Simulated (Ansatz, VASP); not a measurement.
**One calculation of SrO, two programs**

Contents of POSCAR:

```
SrO
1.0
    0.0000000000      2.5663000000      2.5663000000
    2.5663000000      0.0000000000      2.5663000000
    2.5663000000      2.5663000000      0.0000000000
Sr O
1 1
Direct
    0.5000000000      0.5000000000      0.5000000000
    0.0000000000      0.0000000000      0.0000000000
```

The input INCAR.step1:

```
SYSTEM = SrO
ALGO = Normal
EDIFF = 1E-5
ENCUT = 520
GGA = PE
GGA_COMPAT = .False.
ISIF = 2
ISMEAR = 0
LASPH = .True.
LCHARG = .False.
LREAL = .False.
LWAVE = .True.
NBANDS = 15
NELM = 120
PREC = Accurate
SIGMA = 0.01
```

Contents of INCAR.step2:

```
SYSTEM = SrO
ALGO = Normal
EDIFF = 1E-6
ENCUT = 520
GGA = PE
GGA_COMPAT = .False.
HFSCREEN = 0.2079
ISIF = 2
ISMEAR = 0
ISTART = 1
LASPH = .True.
LCHARG = .False.
LHFCALC = .True.
LREAL = .False.
LWAVE = .False.
NBANDS = 15
NELM = 120
PREC = Accurate
PRECFOCK = Normal
SIGMA = 0.01
```

The input KPOINTS:

```
k-points
0
Gamma
  4 4 4
  0 0 0
```

Input for Ansatz:

```yaml
crystal:
  lattice:
    - [0.0, 2.5663, 2.5663]
    - [2.5663, 0.0, 2.5663]
    - [2.5663, 2.5663, 0.0]
  atoms:
    - { symbol: Sr, position: [0.5, 0.5, 0.5] }
    - { symbol: O, position: [0.0, 0.0, 0.0] }
basis:
  ecutwfc: 510.0
kpoints:
  mp_grid:
    grid: [4, 4, 4]
hamiltonian:
  xc: hse06
scf:
  occupations:
    method: fixed
output:
  eigenvalues: true
```

Alike in both runs: task single point; functional HSE06; k mesh 4 × 4 × 4; no spin polarisation.

```csv
,VASP,Ansatz
version,VASP 6.6.1,Ansatz 0.2.0
potentials or method,"VASP PAW PBE potentials, release 64 (Sr_sv, O), cutoff 520 eV","plane waves, PAW"
occupations,"gaussian, width 0.01 eV",fixed
valence electrons in the cell,16,16
```

```tsv
	VASP	Ansatz	Ansatz less VASP
gap on the k mesh at the Fermi level (eV)	4.74	4.79	+0.052
```

The k mesh is coarse, so the values compare programs but aren't converged.
